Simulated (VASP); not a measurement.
# Zn (P6_3/mmc) in VASP: relaxation of cell and atoms with r2SCAN

Aim: the relaxation of cell and atoms of Zn with r2SCAN.

Everything below comes from runs of VASP 6.6.1. Logs are shortened: lines on timing, memory, paths and dates and some standing lists are left out, and cuts for length are marked.

## Step 1: The cell of the first run

Symmetry: P6_3/mmc, No. 194, hexagonal system. Conventional cell: a = 2.596 Å, b = 2.596 Å, c = 4.980 Å, α = 90.00°, β = 90.00°, γ = 120.00°. Within 3.4 Å of Zn (site symmetry -6m2) lie 12 Zn at 2.60 to 2.91 Å.

## Step 2: Relaxation of cell and atoms, r2SCAN

Input file POSCAR:

```
Zn
1.0
    2.5961271480      0.0000000000      0.0000000000
   -1.2980635740      2.2483120616      0.0000000000
    0.0000000000      0.0000000000      4.9795349157
Zn
2
Direct
    0.3333333333      0.6666666667      0.2500000000
    0.6666666667      0.3333333333      0.7500000000
```

Input file INCAR.step1:

```
SYSTEM = Zn
ALGO = Normal
EDIFF = 1E-5
EDIFFG = -0.005
ENCUT = 550
GGA = PE
GGA_COMPAT = .FALSE.
IBRION = 2
ISIF = 3
ISMEAR = -1
LASPH = .TRUE.
LCHARG = .FALSE.
LREAL = .FALSE.
LWAVE = .TRUE.
NELM = 120
NELMIN = 4
NSW = 100
PREC = Accurate
SIGMA = 0.15
```

Input file INCAR.step2:

```
SYSTEM = Zn
ALGO = Normal
EDIFF = 1E-7
EDIFFG = -0.001
ENCUT = 550
GGA_COMPAT = .FALSE.
IBRION = 2
ISIF = 3
ISMEAR = -1
ISTART = 1
LASPH = .TRUE.
LCHARG = .FALSE.
LMIXTAU = .TRUE.
LREAL = .FALSE.
LWAVE = .FALSE.
METAGGA = R2SCAN
NELM = 120
NELMIN = 4
NSW = 80
PREC = Accurate
SIGMA = 0.15
```

Input file KPOINTS:

```
k-points
0
G
  18 18 10
  0 0 0
```

Potentials or basis: VASP PAW PBE potentials, release 64 (Zn).

Started as:

```console
cat potpaw_PBE.64/Zn/POTCAR > POTCAR
cp INCAR.step1 INCAR
mpirun -np 1 vasp_std > vasp.out
cp INCAR.step2 INCAR
mpirun -np 1 vasp_std > vasp.out
```

OUTCAR:

```text
SYSTEM = Zn
   EDIFF = 1E-7
   EDIFFG = -0.001
   ENCUT = 550
   IBRION = 2
   ISIF = 3
   ISMEAR = -1
   ISTART = 1
   LASPH = .TRUE.
   LREAL = .FALSE.
   METAGGA = R2SCAN
   NELM = 120
   NELMIN = 4
   NSW = 80
   PREC = Accurate

 ion  position               nearest neighbor table
   1  0.333  0.667  0.250-   2 2.91   2 2.91   2 2.91   2 2.91   2 2.91   2 2.91
   2  0.667  0.333  0.750-   1 2.91   1 2.91   1 2.91   1 2.91   1 2.91   1 2.91

  LATTYP: Found a hexagonal cell.
 ALAT       =     2.5961271480
 C/A-ratio  =     1.9180628035

  Lattice vectors:

 A1 = (   2.5961271480,   0.0000000000,   0.0000000000)
 A2 = (  -1.2980635740,   2.2483120616,   0.0000000000)
 A3 = (   0.0000000000,   0.0000000000,   4.9795349157)

Analysis of symmetry for initial positions (statically):
=====================================================================
 Subroutine PRICEL returns:
 Original cell was already a primitive cell.

 Routine SETGRP: Setting up the symmetry group for a
 hexagonal supercell.

 Subroutine GETGRP returns: Found 24 space group operations
 (whereof 12 operations were pure point group operations)
 out of a pool of 24 trial point group operations.

The static configuration has the point symmetry D_3d.
 The point group associated with its full space group is D_6h.

Analysis of symmetry for dynamics (positions and initial velocities):
=====================================================================
 Subroutine PRICEL returns:
 Original cell was already a primitive cell.

 Routine SETGRP: Setting up the symmetry group for a
 hexagonal supercell.

 Subroutine GETGRP returns: Found 24 space group operations
 (whereof 12 operations were pure point group operations)
 out of a pool of 24 trial point group operations.

The dynamic configuration has the point symmetry D_3d.
 The point group associated with its full space group is D_6h.

 Subroutine INISYM returns: Found 24 space group operations
 (whereof 12 operations are pure point group operations),
 and found     1 'primitive' translations

----------------------------------------------------------------------------------------

                                     Primitive cell

  volume of cell :      29.0651

  direct lattice vectors                    reciprocal lattice vectors
     2.596127148  0.000000000  0.000000000     0.385189146  0.222389057  0.000000000
    -1.298063574  2.248312062  0.000000000     0.000000000  0.444778115  0.000000000
     0.000000000  0.000000000  4.979534916     0.000000000  0.000000000  0.200821968

  length of vectors
     2.596127148  2.596127148  4.979534916     0.444778115  0.444778115  0.200821968

  position of ions in fractional coordinates (direct lattice)
     0.333333333  0.666666667  0.250000000
     0.666666667  0.333333333  0.750000000

  ion indices of the primitive-cell ions
   primitive index   ion index
                 1           1
                 2           2

----------------------------------------------------------------------------------------

 KPOINTS: k-points

Automatic generation of k-mesh.
 Grid dimensions read from file:
 generate k-points for:   18   18   10

 Generating k-lattice:

  Cartesian coordinates                     Fractional coordinates (reciprocal lattice)
     0.021399397  0.012354948  0.000000000     0.055555556 -0.000000000  0.000000000
     0.000000000  0.024709895  0.000000000     0.000000000  0.055555556  0.000000000
     0.000000000  0.000000000  0.020082197     0.000000000  0.000000000  0.100000000

  Length of vectors
     0.024709895  0.024709895  0.020082197

  Shift w.r.t. Gamma in fractional coordinates (k-lattice)
     0.000000000  0.000000000  0.000000000

 Subroutine IBZKPT returns following result:
 ===========================================

 Found    222 irreducible k-points:

 Following reciprocal coordinates:
            Coordinates               Weight
  0.000000  0.000000  0.000000      1.000000
  0.055556  0.000000  0.000000      6.000000
  0.111111  0.000000  0.000000      6.000000
  0.166667  0.000000  0.000000      6.000000
  0.222222 -0.000000  0.000000      6.000000
  0.277778  0.000000  0.000000      6.000000
[... 16 lines left out ...]
  0.333333  0.111111  0.000000     12.000000
  0.388889  0.111111  0.000000     12.000000
 [... further k-points ...]
   k-points           NKPTS =    222   k-points in BZ     NKDIM =    222   number of bands    NBANDS=     16
   number of dos      NEDOS =    301   number of ions     NIONS =      2
   total plane-waves  NPLWV =  16000
   dimension x,y,z NGX =    20 NGY =   20 NGZ =   40
   dimension x,y,z NGXF=    40 NGYF=   40 NGZF=   80
   ions per type =               2
   NGX,Y,Z   is equivalent  to a cutoff of  12.81, 12.81, 13.35 a.u.
   NGXF,Y,Z  is equivalent  to a cutoff of  25.61, 25.61, 26.71 a.u.
 SYSTEM =  Zn
   PREC   = accura    normal or accurate (medium, high low for compatibility)
   ISTART =      1    job   : 0-new  1-cont  2-samecut
   ICHARG =      0    charge: 1-file 2-atom 10-const
   ISPIN  =      1    spin polarized calculation?
   LNONCOLLINEAR =      F non collinear calculations
   LSORBIT =      F    spin-orbit coupling
   LASPH  =      T    aspherical Exc in radial PAW
   ENCUT  =  550.0 eV  40.42 Ry    6.36 a.u.   4.96  4.96  9.52*2*pi/ulx,y,z
   NELM   =    120;   NELMIN=  4; NELMDL=  0     # of ELM steps
   EDIFF  = 0.1E-06   stopping-criterion for ELM
   LREAL  =      F    real-space projection
   EDIFFG = -.1E-02   stopping-criterion for IOM
   NSW    =     80    number of steps for IOM
   IBRION =      2    ionic relax: 0-MD 1-quasi-New 2-CG
   NFREE  =      1    steps in history (QN), initial steepest desc. (CG)
   ISIF   =      3    stress and relaxation
   ISYM   =      2    0-nonsym 1-usesym 2-fastsym
   POTIM  = 0.5000    time-step for ionic-motion
   TEBEG  =    0.0;   TEEND  =   0.0 temperature during run
   PSTRESS=    0.0 pullay stress
   NELECT =      24.0000    total number of electrons
   NUPDOWN=      -1.0000    fix difference up-down
   EMIN   =  10.00;   EMAX   =-10.00  energy-range for DOS
   EFERMI =   0.00;   METHOD = LEGACY
   ISMEAR =    -1;   SIGMA  =   0.15  broadening in eV -4-tet -1-fermi 0-gaus
   EFERMI_NEDOS =   21; number of points for ismear=-14 and -15
   IALGO  =     38    algorithm
   IMIX   =      4    mixing-type and parameters
     AMIX     =   0.40;   BMIX     =  1.00
     AMIX_MAG =   1.60;   BMIX_MAG =  1.00
  volume/ion in A,a.u.               =      14.53        98.07
  Fermi-wavevector in a.u.,A,eV,Ry     =   1.535871  2.902376 32.094788  2.358900
  Thomas-Fermi vector in A             =   2.642599
   LORBIT       =      0    0 simple, 1 ext, 2 COOP (PROOUT), +10 PAW based schemes
   METAGGA = R2SCAN    functional components
   LHFCALC =     F    Hartree Fock is set to
   AEXX    =    0.0000 exact exchange contribution
   IVDW    =     0    specifies the selected vdW correction
   LEPSILON=     F    determine dielectric tensor
   LRPA    =     F    only Hartree local field effects (RPA)
 conjugate gradient relaxation of ions
 non-spin polarized calculation
  energy-cutoff  :      550.00
  volume of cell :       29.07
 maximum number of plane-waves:       873
 NGX is ok and might be reduce to    20
   NGX =  9   NGY =  9   NGZ = 19

--------------------------------------- Ionic step        1  -------------------------------------------

 number of electron      24.0000029 magnetization

 Free energy of the ion-electron system (eV)
  ---------------------------------------------------
  ext. energy  EPLUGINS =         0.00000000
  ---------------------------------------------------
  free energy    TOTEN  =       -17.81496227 eV

  energy without entropy =      -17.79154094  energy(sigma->0) =      -17.80325160

------------------------ aborting loop because EDIFF is reached ----------------------------------------

  FORCE on cell =-STRESS in cart. coord.  units (eV):
  Direction    XX          YY          ZZ          XY          YZ          ZX
  --------------------------------------------------------------------------------------
  -------------------------------------------------------------------------------------
  Total        0.1201304      0.1201304      0.0641527      0.0000000     -0.0000000      0.0000000
  in kB        6.6220467      6.6220467      3.5363424      0.0000000     -0.0000000      0.0000000
  external PRESSURE =       5.5934786 kB  Pullay stress =       0.0000000 kB
[... 201 lines left out ...]
  energy  without entropy=      -17.7914962259  energy(sigma->0) =      -17.80329830

--------------------------------------- Ionic step        7  -------------------------------------------

 number of electron      24.0000034 magnetization

 Free energy of the ion-electron system (eV)
  ---------------------------------------------------
  ext. energy  EPLUGINS =         0.00000000
  ---------------------------------------------------
  free energy    TOTEN  =       -17.81509853 eV

  energy without entropy =      -17.79150734  energy(sigma->0) =      -17.80330294

 E-fermi :   3.2325     XC(G=0): -12.8477

 val. band max:        3.2234069248   @ k =   0.2778   0.2778   0.3000
 cond. band min:       3.2702323640   @ k =   0.3333   0.2778   0.5000
 fundamental gap:      0.0468254393
 Fermi energy:         3.2324919120

 k-point     1 :       0.0000    0.0000    0.0000
  band No.  band energies     occupation
      1      -7.9354      2.00000
      2      -5.9850      2.00000
      3      -5.1547      2.00000
      4      -4.8552      2.00000
      5      -4.8552      2.00000
      6      -4.8083      2.00000
[... 8 lines left out ...]
     15      20.6370      0.00000
     16      22.9859      0.00000
[... 420 lines left out ...]
  band No.  band energies     occupation
      1      -5.5878      2.00000
      2      -5.4885      2.00000
      3      -5.3554      2.00000
      4      -4.8910      2.00000
      5      -4.6940      2.00000
      6      -4.6901      2.00000
[... 8 lines left out ...]
     15       9.1417      0.00000
     16      10.5642      0.00000

 [... further k-points ...]

------------------------ aborting loop because EDIFF is reached ----------------------------------------

  FORCE on cell =-STRESS in cart. coord.  units (eV):
  Direction    XX          YY          ZZ          XY          YZ          ZX
  --------------------------------------------------------------------------------------
  -------------------------------------------------------------------------------------
  Total        0.0002478      0.0002478     -0.0000931      0.0000000     -0.0000000      0.0000000
  in kB        0.0135718      0.0135718     -0.0050996      0.0000000     -0.0000000      0.0000000
  external PRESSURE =       0.0073480 kB  Pullay stress =       0.0000000 kB
[... 17 lines left out ...]
  FREE ENERGIE OF THE ION-ELECTRON SYSTEM (eV)
  ---------------------------------------------------
  free  energy   TOTEN  =       -17.8150985287 eV

  energy  without entropy=      -17.7915073442  energy(sigma->0) =      -17.80330294

 reached required accuracy - stopping structural energy minimisation
```

It took 22 min on 1 thread of Intel Xeon 6975P-C (Granite Rapids), shared host; peak memory 0.22 GiB.

Results:

| Property | Result |
| --- | --- |
| Free energy | -17.8151 eV |
| Relaxed volume | 14.63 Å³/atom |
| Relaxed cell | a = 2.601 Å, b = 2.601 Å, c = 4.993 Å, α = 90.00°, β = 90.00°, γ = 120.00° |
| Space group after relaxing (to 0.1 Å) | P6_3/mmc (No. 194) |
| Energy gained by relaxing | 0.1 meV/atom |
| Ionic steps | 7 |
| Pressure after relaxing | 0.0 GPa |
| Band gap on the k mesh | zero (bands 12 and 13 overlap by 5.29 eV) |

Step by step:
| step | energy change (eV) | largest force (eV/Å) | pressure (GPa) | volume (Å³) |
| --- | --- | --- | --- | --- |
| 1 | 0.0000 | 0.0000 | 0.56 | 29.07 |
| 2 | -0.0001 | 0.0000 | -0.14 | 29.28 |
| 3 | -0.0002 | 0.0000 | 0.24 | 29.16 |
| 4 | -0.0001 | 0.0000 | 0.01 | 29.23 |
| 5 | -0.0001 | 0.0000 | 0.01 | 29.24 |
| 6 | -0.0001 | 0.0000 | 0.00 | 29.25 |
| 7 | -0.0001 | 0.0000 | 0.00 | 29.26 |

Final structure:
```
CELL_PARAMETERS angstrom
2.60118 0.00000 0.00000
-1.30059 2.25268 0.00000
0.00000 0.00000 4.99310
ATOMIC_POSITIONS crystal
Zn 0.33333 0.66667 0.25000
Zn 0.66667 0.33333 0.75000
```

Caveat: the PAW data sets were made with another functional, which shifts forces and pressure a little.

The gap in the log of VASP goes by the Fermi energy; the results here count the filled bands.